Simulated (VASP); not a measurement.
Runs of VASP 6.6.1 on RbBr. The structure is that of space group Fm-3m (No. 225), or close to it. The cells are those of the table. 

```csv
level,cell,k mesh,smearing,grid for exact exchange (PRECFOCK),screening parameter,gap on the mesh (eV),pressure (GPa)
PBE,"a = 4.699 Å, angles 60.0°, 2 atoms",4 × 4 × 4,gaussian 0.01 eV,-,-,4.61,3.0
HSE06,"a = 4.699 Å, angles 60.0°, 2 atoms",4 × 4 × 4,gaussian 0.01 eV,Normal,0.2079 1/Å,5.79,2.7
PBE,"a = 4.956, b = 4.956, c = 4.894 Å, angles 60.4, 60.4, 59.2°, 2 atoms",6 × 6 × 6,fermi-dirac 0.02 eV,-,-,4.22,0.3
PBE,"a = 4.943 Å, angles 59.3°, 2 atoms",4 × 4 × 4,gaussian 0.01 eV,-,-,4.24,0.4
PBE,"a = 4.915, b = 4.915, c = 4.943 Å, angles 59.8, 59.8, 60.4°, 2 atoms",4 × 4 × 4,gaussian 0.01 eV,-,-,4.24,0.3
r2SCAN,"a = 4.699 Å, angles 60.0°, 2 atoms",6 × 6 × 6,gaussian 0.01 eV,-,-,5.23,2.4
PBE,"a = 4.956, b = 4.956, c = 4.894 Å, angles 60.4, 60.4, 59.2°, 2 atoms",4 × 4 × 4,gaussian 0.01 eV,-,-,4.22,0.2
HSE06,"a = 4.894 Å, angles 60.0°, 2 atoms",4 × 4 × 4,gaussian 0.01 eV,Normal,0.2079 1/Å,5.44,0.3
r2SCAN,"a = 4.943 Å, angles 59.3°, 2 atoms",6 × 6 × 6,gaussian 0.01 eV,-,-,(b),-0.2
r2SCAN,"a = 4.894 Å, angles 60.0°, 2 atoms",6 × 6 × 6,gaussian 0.01 eV,-,-,4.89,(a)
HSE06,"a = 4.943 Å, angles 59.3°, 2 atoms",4 × 4 × 4,gaussian 0.01 eV,Normal,0.2079 1/Å,5.39,0.1
PBE,"a = 4.894 Å, angles 60.0°, 2 atoms",4 × 4 × 4,gaussian 0.01 eV,-,-,4.29,0.6
```

Alike in all rows: task single point; potentials or basis VASP PAW PBE potentials, release 64 (Rb_sv, Br); no spin polarisation; cutoff (eV) 520.

Fill in the values left out.

(a) 0.0; (b) 4.85.

Caveats: the PAW data sets were made with another functional, which shifts forces and pressure a little (some runs).

A k mesh can miss the band edges, and the runs leave out spin-orbit coupling on Br, Rb.
